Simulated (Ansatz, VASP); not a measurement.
One calculation of V, two programs

```xyz
1
Lattice="-1.5563 1.5563 1.5563 1.5563 -1.5563 1.5563 1.5563 1.5563 -1.5563" Properties=species:S:1:pos:R:3 pbc="T T T"
V     0.0000    0.0000    0.0000
```

Alike in both runs: task relaxation of cell and atoms; functional PBEsol; k mesh 8 × 8 × 8; occupations gaussian, width 0.1 eV; no spin polarisation.

```csv
,VASP,Ansatz
version,VASP 6.6.1,Ansatz 0.2.0
potentials or method,"VASP PAW PBE potentials, release 64 (V_sv), cutoff 600 eV","scalar-relativistic, plane waves, PAW"
valence electrons in the cell,13,13
```

Ansatz gave:

- gap on the k mesh at the Fermi level, each at its own relaxed structure (eV): none
- relaxed volume (Å³/atom): 12.85
- relaxed cell length with the largest relative difference (Å): 2.556

Q: Which values does VASP return?

A: gap on the k mesh at the Fermi level, each at its own relaxed structure (eV): none; relaxed volume (Å³/atom): 12.88; relaxed cell length with the largest relative difference (Å): 2.557.

VASP's potentials were made for PBE, not for PBEsol. A gap of «none» marks a metal or a gap that the smearing closes.
